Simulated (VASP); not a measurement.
Here is a VASP 6.6.1 calculation.

Contents of INCAR:

```
  ALGO = Normal
  EDIFF = 1E-7
  ENCUT = 520
  ISIF = 2
  ISMEAR = -1
  ISPIN = 2
  LASPH = True
  LCHARG = False
  LMAXMIX = 4
  LORBIT = 11
  LREAL = False
  LWAVE = False
  MAGMOM = 1 1 1 0
  NBANDS = 29
  NELM = 150
  PREC = Accurate
  SIGMA = 0.05
```

Contents of KPOINTS:

```
k-points
0
Gamma
  8 8 8
```

The input POSCAR:

```
SiNi3
1.0
    3.5886106083      0.0000000000      0.0000000000
    0.0000000000      3.5886106083      0.0000000000
    0.0000000000      0.0000000000      3.5886106083
Ni Si
3 1
Direct
    0.5000000000      0.5000000000      0.0000000000
    0.5000000000      0.0000000000      0.5000000000
    0.0000000000      0.5000000000      0.5000000000
    0.0000000000      0.0000000000      0.0000000000
```

Potentials or basis: VASP PAW LDA potentials, release 64 (Ni, Si).

Run with:

```bash
$ cat potpaw_LDA.64/Ni/POTCAR potpaw_LDA.64/Si/POTCAR > POTCAR
$ mpirun -np 1 vasp_std > vasp.out
```

(1) Predict the net moment.

(2) Estimate the band gap on the k mesh.

(3) Estimate the pressure.

Results:

(1) 0.00 μB per cell.

(2) zero (filled and empty bands overlap).

(3) -25.4 GPa.
